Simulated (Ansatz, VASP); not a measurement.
One calculation of NaTiO2, two programs

INCAR

```
SYSTEM = NaTiO2
ALGO = Normal
EDIFF = 1E-6
ENCUT = 520
GGA = CA
ISIF = 2
ISMEAR = -1
ISPIN = 2
LASPH = .True.
LCHARG = .True.
LELF = .True.
LMAXMIX = 4
LORBIT = 11
LREAL = .False.
LVHAR = .True.
LWAVE = .False.
MAGMOM = 0 1 0 0
NBANDS = 28
NELM = 150
PREC = Accurate
SIGMA = 0.03
```

The input KPOINTS:

```
k-points
0
Gamma
  10 10 10
  0 0 0
```

The input POSCAR:

```
NaTiO2
1.0
    1.3503292150      0.7796129358      4.8390616170
   -1.3503292150      0.7796129358      4.8390616170
    0.0000000000     -1.5592258716      4.8390616170
Na Ti O
1 1 2
Direct
    0.0000000000      0.0000000000      0.0000000000
    0.5000000000      0.5000000000      0.5000000000
    0.7638036100      0.7638036100      0.7638036100
    0.2361963900      0.2361963900      0.2361963900
```

Input for Ansatz:

```yaml
crystal:
  lattice:
    - [1.350329215, 0.7796129358, 4.839061617]
    - [-1.350329215, 0.7796129358, 4.839061617]
    - [0.0, -1.5592258716, 4.839061617]
  atoms:
    - { symbol: Na, position: [0.0, 0.0, 0.0] }
    - { symbol: Ti, position: [0.5, 0.5, 0.5], spin: 1.0 }
    - { symbol: O, position: [0.76380361, 0.76380361, 0.76380361] }
    - { symbol: O, position: [0.23619639, 0.23619639, 0.23619639] }
magnetization:
  spin_polarized: true
kpoints:
  mp_grid: { grid: [10, 10, 10] }
scf:
  occupations: { method: fermi_dirac, width: 0.03 }
hamiltonian:
  xc: lda
  pseudopotentials: { kind: all_electron, lapw: { basis_error: 0.001 } }
output:
  forces: true
  stress: true
  eigenvalues: false
  populations: true
```

Change from the starting cell: volume scaled by 0.72, LAPW.

Alike in both runs: task single point; functional LDA; k mesh 10 × 10 × 10; occupations fermi-dirac, width 0.03 eV; collinear spin.

|  | VASP | Ansatz |
| --- | --- | --- |
| version | VASP 6.6.1 | Ansatz 0.2.0 |
| potentials or method | VASP PAW LDA potentials, release 64 (Na_pv, Ti_sv, O), cutoff 520 eV | all-electron LAPW, scalar-relativistic |

|  | VASP | Ansatz | Ansatz less VASP |
| --- | --- | --- | --- |
| pressure (GPa) | 92.9 | 91.2 | -1.76 |
| traceless stress, the component that is largest in VASP (GPa) | 2.68 | 2.81 | +0.125 |
| rms of the force components (eV/Å) | 1.871 | 1.843 | -0.0281 |
| net moment per atom (μB) | 0.00 | 0.00 | 0.000 |

LDA's correlation is that of Perdew and Zunger in VASP and of Perdew and Wang (1992) in Ansatz. Atom by atom the forces differ by 0.028 eV/Å (rms over components). Both programs put the cell under a high pressure, so it lies far from rest at this level. Ansatz ran all-electron here, and VASP with PAW potentials. Ansatz's warnings: seeded moment not kept.

Noted on VASP's run: the cell as given lies far from equilibrium.
